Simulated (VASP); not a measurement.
Write the native input for VASP 6.6.1 that does the following.

| Item | Value |
| --- | --- |
| Task | single point |
| Functional | PBE |
| Potentials or basis | VASP PAW PBE potentials, release 64 (Ti_sv, Li_sv) |
| Cutoff | 520 eV |
| k mesh | 3 × 2 × 4 |
| Occupations | fermi-dirac, width 0.1 eV |
| Spin | no spin polarisation |
| Dipole correction | no |
| Further INCAR settings | ALGO = Normal; EDIFF = 1e-06; NBANDS = 86 |

The structure of LiTi12 (a cell with a defect) lies in POSCAR:

```
LiTi12
1.0
    5.9000000000      0.0000000000      0.0000000000
   -4.4250000000      7.6643250000      0.0000000000
    0.0000000000      0.0000000000      4.6846000000
Ti Li
12 1
Direct
   -0.0260571607      0.0520593790     -0.0643384707
    0.2508176263      0.2117342362      0.4212312684
   -0.0628294705      0.3155268076      0.1076505998
    0.1683314516      0.5784984327      0.4603381292
   -0.0225726490      0.6479370329     -0.0714682150
    0.1425092153      0.8694699142      0.3435939034
    0.4125016069     -0.0276475750     -0.0559919737
    0.7647387634      0.2058889726      0.5969773300
    0.4988412144      0.2906583424     -0.0417324852
    0.6707853576      0.5377251095      0.4417239465
    0.5638586567      0.7109301863     -0.0174828160
    0.6610007037      0.8729274920      0.4187123767
    0.3026597586      0.4464841979      0.8544806387
```

These files were run (other wordings do the same):

INCAR

```
SYSTEM = LiTi12
PREC = Accurate ; ENCUT = 520
EDIFF = 1E-6 ; ISMEAR = -1
SIGMA = 0.1 ; LREAL = .False.
LASPH = .True. ; NELM = 80
ALGO = Normal ; ISIF = 2
LWAVE = .False. ; LCHARG = .False.
GGA = PE ; NBANDS = 86
```

KPOINTS

```
regular mesh
0
Gamma
  3 2 4
  0 0 0
```

Potentials or basis: VASP PAW PBE potentials, release 64 (Ti_sv, Li_sv).

Command:

```sh
$ cat potpaw_PBE.64/Ti_sv/POTCAR potpaw_PBE.64/Li_sv/POTCAR > POTCAR
$ mpirun -np 1 vasp_std > vasp.out
```

It gave:

```
Largest force          : 2.503 eV/Å
Band gap on the k mesh : zero (an odd number of electrons rules out a gap without spin polarisation)
```

Caveat: the k points lie up to 0.41 Å⁻¹ apart, too coarse for converged energies and pressures of a metal; the atoms stand as in a frame of molecular dynamics.

Run time: 13 min on 1 thread of Intel Xeon 8259CL (shared host), peak memory 0.43 GiB.
